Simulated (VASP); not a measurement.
# Sb (R-3m) in VASP: relaxation of volume and atoms at fixed shape with r2SCAN

Aim: the relaxation of volume and atoms at fixed shape of Sb with r2SCAN.

Everything below comes from runs of VASP 6.6.1. Logs are shortened: lines on timing, memory, paths and dates and some standing lists are left out, and cuts for length are marked.

## Step 1: The cell of the first run

Symmetry: R-3m, No. 166, trigonal system. The conventional cell has a = 4.308 Å, b = 4.308 Å, c = 11.274 Å, α = 90.00°, β = 90.00°, γ = 120.00°. Within 3.8 Å of Sb (site symmetry 3m) lie 6 Sb at 2.91 to 3.35 Å.

## Step 2: Relaxation of volume and atoms at fixed shape, r2SCAN

POSCAR

```
Sb
1.0
    2.1542000000      1.2437280000      3.7580000000
   -2.1542000000      1.2437280000      3.7580000000
    0.0000000000     -2.4874560000      3.7580000000
Sb
2
Direct
    0.2334900000      0.2334900000      0.2334900000
    0.7665100000      0.7665100000      0.7665100000
```

INCAR.step1

```
PREC     = Accurate       # precision mode
ENCUT    = 600            # plane-wave cutoff, eV
ISMEAR   = -1             # smearing method
SIGMA    = 0.02           # smearing width, eV
LREAL    = F              # projectors in reciprocal space
LASPH    = T              # aspherical terms in the spheres
NELM     = 80             # most SCF steps
GGA      = PE             # functional
ALGO     = Normal         # electronic algorithm
EDIFF    = 1E-4           # SCF threshold, eV
LWAVE    = T              # write WAVECAR
LCHARG   = F              # write CHGCAR
```

INCAR.step2

```
PREC     = Accurate       # precision mode
ENCUT    = 600            # plane-wave cutoff, eV
EDIFF    = 1E-6           # SCF threshold, eV
ISMEAR   = -1             # smearing method
SIGMA    = 0.02           # smearing width, eV
LREAL    = F              # projectors in reciprocal space
LASPH    = T              # aspherical terms in the spheres
NELM     = 80             # most SCF steps
ALGO     = Normal         # electronic algorithm
ISIF     = 8              # what is computed and relaxed
LWAVE    = F              # write WAVECAR
LCHARG   = F              # write CHGCAR
METAGGA  = R2SCAN         # meta-GGA
LMIXTAU  = T            
IBRION   = 2              # ionic algorithm
NSW      = 80             # ionic steps
EDIFFG   = -0.02          # ionic threshold
ISTART   = 1
```

KPOINTS

```
Automatic mesh
0
Gamma
  6 6 6
```

Potentials or basis: VASP PAW PBE potentials, release 64 (Sb).

Started as:

```console
> cat potpaw_PBE.64/Sb/POTCAR > POTCAR
> cp INCAR.step1 INCAR
> mpirun -np 1 vasp_std > vasp.out
> cp INCAR.step2 INCAR
> mpirun -np 1 vasp_std > vasp.out
```

OUTCAR:

```text
PREC = Accurate
   ENCUT = 600
   EDIFF = 1E-6
   ISMEAR = -1
   LREAL = F
   LASPH = T
   NELM = 80
   ISIF = 8
   METAGGA = R2SCAN
   IBRION = 2
   NSW = 80
   EDIFFG = -0.02
   ISTART = 1

 ion  position               nearest neighbor table
   1  0.233  0.233  0.233-   2 2.91   2 2.91   2 2.91   2 3.35   2 3.35   2 3.35
   2  0.767  0.767  0.767-   1 2.91   1 2.91   1 2.91   1 3.35   1 3.35   1 3.35

  LATTYP: Found a trigonal (rhomboedric) cell.
 ALAT       =     4.5066618442
 COS(alpha) =     0.5430253418

  Lattice vectors:

 A1 = (   2.1542000000,   1.2437280000,   3.7580000000)
 A2 = (  -2.1542000000,   1.2437280000,   3.7580000000)
 A3 = (   0.0000000000,  -2.4874560000,   3.7580000000)

Analysis of symmetry for initial positions (statically):
=====================================================================
 Subroutine PRICEL returns:
 Original cell was already a primitive cell.

 Routine SETGRP: Setting up the symmetry group for a
 trigonal (rhombohedral) supercell.

 Subroutine GETGRP returns: Found 12 space group operations
 (whereof 12 operations were pure point group operations)
 out of a pool of 12 trial point group operations.

The static configuration has the point symmetry D_3d.

Analysis of symmetry for dynamics (positions and initial velocities):
=====================================================================
 Subroutine PRICEL returns:
 Original cell was already a primitive cell.

 Routine SETGRP: Setting up the symmetry group for a
 trigonal (rhombohedral) supercell.

 Subroutine GETGRP returns: Found 12 space group operations
 (whereof 12 operations were pure point group operations)
 out of a pool of 12 trial point group operations.

The dynamic configuration has the point symmetry D_3d.

 Subroutine INISYM returns: Found 12 space group operations
 (whereof 12 operations are pure point group operations),
 and found     1 'primitive' translations

----------------------------------------------------------------------------------------

                                     Primitive cell

  volume of cell :      60.4115

  direct lattice vectors                    reciprocal lattice vectors
     2.154200000  1.243728000  3.758000000     0.232104726  0.134005720  0.088699663
    -2.154200000  1.243728000  3.758000000    -0.232104726  0.134005720  0.088699663
     0.000000000 -2.487456000  3.758000000     0.000000000 -0.268011441  0.088699663

  length of vectors
     4.506661844  4.506661844  4.506661886     0.282307929  0.282307929  0.282307922

  position of ions in fractional coordinates (direct lattice)
     0.233490000  0.233490000  0.233490000
     0.766510000  0.766510000  0.766510000

  ion indices of the primitive-cell ions
   primitive index   ion index
                 1           1
                 2           2

----------------------------------------------------------------------------------------

 KPOINTS: Automatic mesh

Automatic generation of k-mesh.
 Grid dimensions read from file:
 generate k-points for:    6    6    6

 Generating k-lattice:

  Cartesian coordinates                     Fractional coordinates (reciprocal lattice)
     0.038684121  0.022334287  0.014783277     0.166666667 -0.000000000  0.000000000
    -0.038684121  0.022334287  0.014783277    -0.000000000  0.166666667  0.000000000
     0.000000000 -0.044668573  0.014783277     0.000000000  0.000000000  0.166666667

  Length of vectors
     0.047051322  0.047051322  0.047051320

  Shift w.r.t. Gamma in fractional coordinates (k-lattice)
     0.000000000  0.000000000  0.000000000

 Subroutine IBZKPT returns following result:
 ===========================================

 Found     32 irreducible k-points:

 Following reciprocal coordinates:
            Coordinates               Weight
  0.000000  0.000000  0.000000      1.000000
  0.166667 -0.000000  0.000000      6.000000
  0.333333 -0.000000  0.000000      6.000000
  0.500000  0.000000  0.000000      3.000000
  0.166667  0.166667  0.000000      6.000000
  0.333333  0.166667  0.000000     12.000000
[... 16 lines left out ...]
  0.500000  0.500000  0.166667      6.000000
 -0.333333  0.500000  0.166667     12.000000
 [... further k-points ...]
   k-points           NKPTS =     32   k-points in BZ     NKDIM =     32   number of bands    NBANDS=      9
   number of dos      NEDOS =    301   number of ions     NIONS =      2
   total plane-waves  NPLWV =  46656
   dimension x,y,z NGX =    36 NGY =   36 NGZ =   36
   dimension x,y,z NGXF=    72 NGYF=   72 NGZF=   72
   ions per type =               2
   NGX,Y,Z   is equivalent  to a cutoff of  13.28, 13.28, 13.28 a.u.
   NGXF,Y,Z  is equivalent  to a cutoff of  26.56, 26.56, 26.56 a.u.
 SYSTEM =  unknown system
   PREC   = accura    normal or accurate (medium, high low for compatibility)
   ISTART =      1    job   : 0-new  1-cont  2-samecut
   ICHARG =      0    charge: 1-file 2-atom 10-const
   ISPIN  =      1    spin polarized calculation?
   LNONCOLLINEAR =      F non collinear calculations
   LSORBIT =      F    spin-orbit coupling
   LASPH  =      T    aspherical Exc in radial PAW
   ENCUT  =  600.0 eV  44.10 Ry    6.64 a.u.   9.00  9.00  9.00*2*pi/ulx,y,z
   NELM   =     80;   NELMIN=  2; NELMDL=  0     # of ELM steps
   EDIFF  = 0.1E-05   stopping-criterion for ELM
   LREAL  =      F    real-space projection
   EDIFFG = -.2E-01   stopping-criterion for IOM
   NSW    =     80    number of steps for IOM
   IBRION =      2    ionic relax: 0-MD 1-quasi-New 2-CG
   NFREE  =      1    steps in history (QN), initial steepest desc. (CG)
   ISIF   =      8    stress and relaxation
   ISYM   =      2    0-nonsym 1-usesym 2-fastsym
   POTIM  = 0.5000    time-step for ionic-motion
   TEBEG  =    0.0;   TEEND  =   0.0 temperature during run
   PSTRESS=    0.0 pullay stress
   NELECT =      10.0000    total number of electrons
   NUPDOWN=      -1.0000    fix difference up-down
   EMIN   =  10.00;   EMAX   =-10.00  energy-range for DOS
   EFERMI =   0.00;   METHOD = LEGACY
   ISMEAR =    -1;   SIGMA  =   0.02  broadening in eV -4-tet -1-fermi 0-gaus
   EFERMI_NEDOS =   21; number of points for ismear=-14 and -15
   IALGO  =     38    algorithm
   IMIX   =      4    mixing-type and parameters
     AMIX     =   0.40;   BMIX     =  1.00
     AMIX_MAG =   1.60;   BMIX_MAG =  1.00
  volume/ion in A,a.u.               =      30.21       203.84
  Fermi-wavevector in a.u.,A,eV,Ry     =   0.898880  1.698637 10.993305  0.807985
  Thomas-Fermi vector in A             =   2.021644
   LORBIT       =      0    0 simple, 1 ext, 2 COOP (PROOUT), +10 PAW based schemes
   METAGGA = R2SCAN    functional components
   LHFCALC =     F    Hartree Fock is set to
   AEXX    =    0.0000 exact exchange contribution
   IVDW    =     0    specifies the selected vdW correction
   LEPSILON=     F    determine dielectric tensor
   LRPA    =     F    only Hartree local field effects (RPA)
 conjugate gradient relaxation of ions
 non-spin polarized calculation
  energy-cutoff  :      600.00
  volume of cell :       60.41
 maximum number of plane-waves:      2039
   NGX = 17   NGY = 17   NGZ = 17

--------------------------------------- Ionic step        1  -------------------------------------------

 number of electron      10.0000000 magnetization

 Free energy of the ion-electron system (eV)
  ---------------------------------------------------
  ext. energy  EPLUGINS =         0.00000000
  ---------------------------------------------------
  free energy    TOTEN  =       -51.39445980 eV

  energy without entropy =      -51.39370955  energy(sigma->0) =      -51.39408467

------------------------ aborting loop because EDIFF is reached ----------------------------------------

  FORCE on cell =-STRESS in cart. coord.  units (eV):
  Direction    XX          YY          ZZ          XY          YZ          ZX
  --------------------------------------------------------------------------------------
  -------------------------------------------------------------------------------------
  Total        0.6994019      0.6994019      0.6157171      0.0000000      0.0000000      0.0000000
  in kB       18.5488895     18.5488910     16.3294781      0.0000000      0.0000000      0.0000000
  external PRESSURE =      17.8090862 kB  Pullay stress =       0.0000000 kB
[... 165 lines left out ...]
  energy  without entropy=      -51.4099238688  energy(sigma->0) =      -51.41031176

--------------------------------------- Ionic step        6  -------------------------------------------

 number of electron      10.0000000 magnetization

 Free energy of the ion-electron system (eV)
  ---------------------------------------------------
  ext. energy  EPLUGINS =         0.00000000
  ---------------------------------------------------
  free energy    TOTEN  =       -51.41071949 eV

  energy without entropy =      -51.40994383  energy(sigma->0) =      -51.41033166

 E-fermi :   6.7126     XC(G=0):  -9.7816

 val. band max:        6.7125467033   @ k =   0.3333   0.1667   0.1667
 cond. band min:       6.8991940511   @ k =   0.5000   0.5000   0.5000
 fundamental gap:      0.1866473478
 Fermi energy:         6.7125924314

 k-point     1 :       0.0000    0.0000    0.0000
  band No.  band energies     occupation
      1      -6.3428      2.00000
      2       1.6692      2.00000
      3       4.6161      2.00000
      4       4.7063      2.00000
      5       4.7063      2.00000
      6       8.6073      0.00000
      7       9.3578      0.00000
      8       9.3578      0.00000
      9      12.1938      0.00000
[... 265 lines left out ...]
 k-point    24 :      -0.3333    0.5000    0.1667
  band No.  band energies     occupation
      1      -3.7301      2.00000
      2      -2.2833      2.00000
      3       1.3910      2.00000
      4       2.2412      2.00000
      5       4.7779      2.00000
      6       8.6523      0.00000
      7      10.2335      0.00000
      8      12.5353      0.00000
      9      12.6797      0.00000

 [... further k-points ...]

------------------------ aborting loop because EDIFF is reached ----------------------------------------

  FORCE on cell =-STRESS in cart. coord.  units (eV):
  Direction    XX          YY          ZZ          XY          YZ          ZX
  --------------------------------------------------------------------------------------
  -------------------------------------------------------------------------------------
  Total       -0.1474749     -0.1474749      0.1869915      0.0000000      0.0000000      0.0000000
  in kB       -3.7376620     -3.7376623      4.7391851      0.0000000      0.0000000      0.0000000
  external PRESSURE =      -0.9120464 kB  Pullay stress =       0.0000000 kB
[... 17 lines left out ...]
  FREE ENERGIE OF THE ION-ELECTRON SYSTEM (eV)
  ---------------------------------------------------
  free  energy   TOTEN  =       -51.4107194879 eV

  energy  without entropy=      -51.4099438268  energy(sigma->0) =      -51.41033166

 reached required accuracy - stopping structural energy minimisation
```

Run time: 3 min. Hardware: 1 thread of Intel Xeon 6975P-C (Granite Rapids), shared host; peak memory 0.23 GiB.

Results:

- Free energy: -51.4107 eV
- Relaxed volume: 31.61 Å³/atom
- Relaxed cell: a = 4.575 Å, b = 4.575 Å, c = 4.575 Å, α = 57.11°, β = 57.11°, γ = 57.11°
- Space group after relaxing (to 0.05 Å): R-3m (No. 166)
- Energy gained by relaxing: 8.1 meV/atom
- Ionic steps: 6
- Pressure after relaxing: -0.1 GPa
- Largest force after relaxing: 0.009 eV/Å
- Band gap on the k mesh: zero (band 5 reaches 6.71 eV, above the bottom of band 6 at 6.58 eV)

Forces in eV/Å, atoms in the order of the input:
```
Sb   0.000  0.000 -0.009
Sb   0.000  0.000  0.009
```

Step by step:
```
step  energy change (eV)  largest force (eV/Å)  pressure (GPa)  volume (Å³)
   1              0.0000                0.0357            1.78        60.41
   2             -0.0088                0.2807           -0.84        63.39
   3             -0.0112                0.2134           -0.03        62.44
   4             -0.0145                0.1309           -0.06        62.76
   5             -0.0162                0.0214           -0.08        63.17
   6             -0.0163                0.0092           -0.09        63.22
```

Final structure:
```
Sb
1.0
     2.18704    1.26269    3.81528
    -2.18704    1.26269    3.81528
     0.00000   -2.52537    3.81528
Sb
2
Direct
  0.23129 0.23129 0.23129
  0.76871 0.76871 0.76871
```

Levels at points of the mesh, in eV from the Fermi level:
```
           k point  band 1  band 2  band 3  band 4  band 5  band 6  band 7  band 8  band 9
(0.00, 0.00, 0.00)  -13.06   -5.04   -2.10   -2.01   -2.01    1.89    2.65    2.65    5.48
(0.50, 0.00, 0.00)  -10.73   -9.88   -2.23   -2.02   -0.35   -0.13    0.45    0.69    8.00
(0.50, 0.50, 0.00)  -10.72   -8.36   -5.40   -3.81   -3.76    1.70    4.95    5.75    6.94
(0.50, 0.50, 0.50)  -11.63   -9.04   -1.55   -1.55   -0.55    0.19    0.19    1.23    7.29
```

Caveat: the PAW data sets were made with another functional, which shifts forces and pressure a little; spin-orbit coupling is left out, which moves the levels of the heavy elements. Zero-point motion and thermal expansion aren't in these numbers.
